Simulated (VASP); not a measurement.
Write the native input for VASP 6.6.1 that does the following.

```yaml
Task: single point
Functional: PBE
Potentials_or_basis: VASP PAW PBE potentials, release 64 (Mo_sv)
Cutoff: 520 eV
k_mesh: 7 × 7 × 7
Occupations: fermi-dirac, width 0.1 eV
Spin: no spin polarisation
Dipole_correction: no
Further_INCAR_settings: ALGO = Normal; EDIFF = 1e-06; NBANDS = 13
```

The structure of Mo lies in POSCAR:

```
Mo
1.0
   -1.5813793950      1.5813793950      1.5813793950
    1.5813793950     -1.5813793950      1.5813793950
    1.5813793950      1.5813793950     -1.5813793950
Mo
1
Direct
    0.0000000000      0.0000000000      0.0000000000
```

One way to write it, as run:

INCAR

```
PREC     = Accurate       # precision mode
ENCUT    = 520            # plane-wave cutoff, eV
EDIFF    = 1E-6           # SCF threshold, eV
ISMEAR   = -1             # smearing method
SIGMA    = 0.1            # smearing width, eV
LREAL    = False          # projectors in reciprocal space
LASPH    = True           # aspherical terms in the spheres
NELM     = 80             # most SCF steps
ALGO     = Normal         # electronic algorithm
ISIF     = 2              # what is computed and relaxed
LWAVE    = False          # write WAVECAR
LCHARG   = True           # write CHGCAR
GGA      = PE             # functional
LELF     = True           # ELF
LVHAR    = True         
NBANDS   = 13             # bands
```

KPOINTS

```
Automatic mesh
0
Gamma
  7 7 7
```

Potentials or basis: VASP PAW PBE potentials, release 64 (Mo_sv).

Command:

```bash
$ cat potpaw_PBE.64/Mo_sv/POTCAR > POTCAR
$ mpirun -np 1 vasp_std > vasp.out
```

Results of the run:

```yaml
Pressure: 0.6 GPa
Band_gap_on_the_k_mesh: zero (band 7 reaches 15.26 eV, above the bottom of band 8 at 11.06 eV)
```

Caveat: the k points lie up to 0.40 Å⁻¹ apart.

Wall time 6.5 s on 1 thread of Intel Xeon 8259CL, on a shared host, peak memory 0.12 GiB.
